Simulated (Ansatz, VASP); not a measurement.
# HfC: VASP beside Ansatz

File INCAR:

```
PREC = Accurate
ENCUT = 600
EDIFF = 1E-6
ISMEAR = 0
SIGMA = 0.025
LREAL = False
LASPH = True
NELM = 200
ALGO = Normal
ISIF = 2
LWAVE = False
LCHARG = False
MAGMOM = 0 0 0 0 0 0
LORBIT = 11
LSORBIT = True
GGA_COMPAT = False
LORBMOM = True
LMAXMIX = 4
GGA = LIBXC
LIBXC1 = GGA_X_RPBE
LIBXC2 = GGA_C_LYP
NBANDS = 26
```

KPOINTS

```
regular mesh
0
Gamma
  8 8 8
```

The input POSCAR:

```
HfC
1.0
    0.0000000000      2.3705998121      2.3705998121
    2.3705998121      0.0000000000      2.3705998121
    2.3705998121      2.3705998121      0.0000000000
Hf C
1 1
Direct
    0.5000000000      0.5000000000      0.5000000000
    0.0000000000      0.0000000000      0.0000000000
```

The input input.yaml:

```yaml
crystal:
  lattice:
    - [0.0, 2.3705998121, 2.3705998121]
    - [2.3705998121, 0.0, 2.3705998121]
    - [2.3705998121, 2.3705998121, 0.0]
  atoms:
    - { symbol: Hf, position: [0.5, 0.5, 0.5] }
    - { symbol: C, position: [0.0, 0.0, 0.0] }
kpoints:
  mp_grid: { grid: [8, 8, 8] }
scf:
  occupations: { method: gaussian, width: 0.025 }
hamiltonian:
  xc: { exchange: rpbe, correlation: lyp }
  pseudopotentials: { kind: all_electron, lapw: { basis_error: 0.002 } }
magnetization:
  noncollinear: true
  spin_orbit: true
output:
  forces: true
  stress: true
  eigenvalues: true
```

Change from the starting cell: volume scaled by 1.06.

Alike in both runs: task single point; functional rpbe exchange, lyp correlation; k mesh 8 × 8 × 8; occupations gaussian, width 0.025 eV; non-collinear spin, spin-orbit coupling.

|  | VASP | Ansatz |
| --- | --- | --- |
| version | VASP 6.6.1 | Ansatz 0.2.0 |
| potentials or method | VASP PAW PBE potentials, release 64 (Hf_pv, C), cutoff 600 eV | all-electron LAPW, relativistic spinors |

|  | VASP | Ansatz | Ansatz less VASP |
| --- | --- | --- | --- |
| pressure (GPa) | -2.6 | -2.1 | +0.55 |

VASP's potentials were made for PBE, not for rpbe exchange, lyp correlation. Ansatz ran all-electron here, and VASP with PAW potentials.
